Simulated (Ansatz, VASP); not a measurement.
# One calculation of Os, two programs

Contents of INCAR:

```
SYSTEM = Os
PREC = Accurate
ENCUT = 520
EDIFF = 1E-8
ISMEAR = -1
SIGMA = 0.03
LREAL = .False.
LASPH = .True.
NELM = 100
ALGO = Normal
ISIF = 2
LWAVE = .False.
LCHARG = .False.
GGA = PE
LEFG = .True.
NBANDS = 10
```

File KPOINTS:

```
Automatic mesh
0
Gamma
  14 14 14
  0 0 0
```

The input POSCAR:

```
Os
1.0
    0.0000000000      1.9258369711      1.9839000000
    1.9258369711      0.0000000000      1.9839000000
    1.9258369711      1.9258369711      0.0000000000
Os
1
Direct
    0.0000000000      0.0000000000      0.0000000000
```

Input for Ansatz:

```yaml
crystal:
  lattice:
    - [0.0, 1.9258369711, 1.9839]
    - [1.9258369711, 0.0, 1.9839]
    - [1.9258369711, 1.9258369711, 0.0]
  atoms:
    - { symbol: Os, position: [0.0, 0.0, 0.0] }
kpoints:
  mp_grid: { grid: [14, 14, 14] }
scf:
  occupations: { method: fermi_dirac, width: 0.03 }
hamiltonian:
  xc: pbe
  pseudopotentials: { kind: all_electron, datasets: crystal }
output:
  forces: true
  stress: true
  eigenvalues: true
  efg: { contact_densities: true }
```

Change from the starting cell: z stretched by +2 % at fixed volume, crystal datasets.

Alike in both runs: task electric field gradients; functional PBE; k mesh 14 × 14 × 14; occupations fermi-dirac, width 0.03 eV; no spin polarisation.

|  | VASP | Ansatz |
| --- | --- | --- |
| version | VASP 6.6.1 | Ansatz 0.2.0 |
| potentials or method | VASP PAW PBE potentials, release 64 (Os), cutoff 520 eV | all-electron PAW with datasets made for the crystal, scalar-relativistic |

Ansatz gave:

* pressure (GPa): -9.3
* traceless stress, the component that is largest in VASP (GPa): -5.66
* size of Vzz on the site where it differs most (V/Å²): 2.5

Task: Estimate VASP's values.

Result: Pressure (GPa): -9.6; traceless stress, the component that is largest in VASP (GPa): -5.62; size of Vzz on the site where it differs most (V/Å²): 7.5.

Ansatz ran all-electron here, and VASP with PAW potentials.

Neither program's run includes spin-orbit coupling.
